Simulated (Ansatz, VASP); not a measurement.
## PbSe: VASP beside Ansatz

INCAR

```
  PREC = Accurate
  ENCUT = 500
  EDIFF = 1E-6
  ISMEAR = -1
  SIGMA = 0.01
  LREAL = False
  LASPH = True
  NELM = 120
  ALGO = Normal
  ISIF = 2
  LWAVE = False
  LCHARG = False
  GGA = PS
  NBANDS = 17
  GGA_COMPAT = False
```

The input KPOINTS:

```
regular mesh
0
Gamma
  9 9 9
```

The input POSCAR:

```
PbSe
1.0
   -0.0612430000      3.0315285000      3.0315285000
    3.0315285000     -0.0612430000      3.0315285000
    3.0315285000      3.0315285000     -0.0612430000
Pb Se
1 1
Direct
    0.0000000000      0.0000000000      0.0000000000
    0.5000000000      0.5000000000      0.5000000000
```

Input for Ansatz:

```yaml
crystal:
  lattice:
    - [-0.061243, 3.0315285, 3.0315285]
    - [3.0315285, -0.061243, 3.0315285]
    - [3.0315285, 3.0315285, -0.061243]
  atoms:
    - { symbol: Pb, position: [0.0, 0.0, 0.0] }
    - { symbol: Se, position: [0.5, 0.5, 0.5] }
kpoints:
  mp_grid: { grid: [9, 9, 9] }
  band_path:
    path:
      - [0.0, 0.0, 0.0]
      - [0.5, 0.5, 0.5]
      - [0.2551801333, 0.5, 0.7448198667]
      - [-0.2551801333, 0.2551801333, 0.5]
      - [0.0, 0.0, 0.5]
      - [0.0, 0.0, 0.0]
      - [-0.3775900666, 0.0, 0.3775900666]
      - [0.0, 0.3775900666, 0.6224099334]
      - [0.0, 0.5, 0.5]
    npoints: 5
scf:
  occupations: { method: fermi_dirac, width: 0.01 }
hamiltonian:
  xc: pbesol
  pseudopotentials: { kind: all_electron, lapw: { basis_error: 0.00025 } }
output:
  forces: true
  stress: true
  eigenvalues: true
```

Change from the starting cell: equal xy, yz and zx shear strains of -2 %.

Alike in both runs: task single point; functional PBEsol; k mesh 9 × 9 × 9; occupations fermi-dirac, width 0.01 eV; no spin polarisation.

|  | VASP | Ansatz |
| --- | --- | --- |
| version | VASP 6.6.1 | Ansatz 0.2.0 |
| potentials or method | VASP PAW PBE potentials, release 64 (Pb_d, Se), cutoff 500 eV | all-electron LAPW, scalar-relativistic |

```csv
,VASP,Ansatz,Ansatz less VASP
gap on the k mesh at the Fermi level (eV),0.47,0.47,-0.001
pressure (GPa),-0.6,-0.6,+0.01
"traceless stress, the component that is largest in VASP (GPa)",0.34,0.34,-0.001
```

VASP's potentials were made for PBE, not for PBEsol. Ansatz ran all-electron here, and VASP with PAW potentials.

Neither program's run includes spin-orbit coupling.
